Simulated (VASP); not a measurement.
Here is a VASP 6.6.1 calculation.

POSCAR

```
Se
1.0
   -1.6640509825      1.6640509825      1.6640509825
    1.6640509825     -1.6640509825      1.6640509825
    1.6640509825      1.6640509825     -1.6640509825
Se
1
Direct
    0.0000000000      0.0000000000      0.0000000000
```

Contents of INCAR.step1:

```
ALGO = Normal
EDIFF = 1E-4
ENCUT = 520
GGA = PE
ISMEAR = 0
LASPH = T
LCHARG = F
LREAL = F
LWAVE = T
NBANDS = 9
NELM = 100
PREC = Accurate
SIGMA = 0.1
```

INCAR.step2

```
ALGO = Normal
EDIFF = 1E-6
ENCUT = 520
ISIF = 2
ISMEAR = 0
ISTART = 1
LASPH = T
LCHARG = F
LMIXTAU = T
LREAL = F
LWAVE = F
METAGGA = R2SCAN
NBANDS = 9
NELM = 100
PREC = Accurate
SIGMA = 0.1
```

Contents of KPOINTS:

```
k-points
0
Gamma
  18 18 18
```

Potentials or basis: VASP PAW PBE potentials, release 64 (Se).

The run is started by

```console
$ cat potpaw_PBE.64/Se/POTCAR > POTCAR
$ cp INCAR.step1 INCAR
$ mpirun -np 1 vasp_std > vasp.out
$ cp INCAR.step2 INCAR
$ mpirun -np 1 vasp_std > vasp.out
```

Question: Estimate the pressure.

Answer: 8.9 GPa.

Question: What does it give for the band gap on the k mesh?

Answer: Zero (band 3 reaches 10.19 eV, above the bottom of band 4 at 2.70 eV).

Caveat: the PAW data sets were made with another functional, which shifts forces and pressure a little.
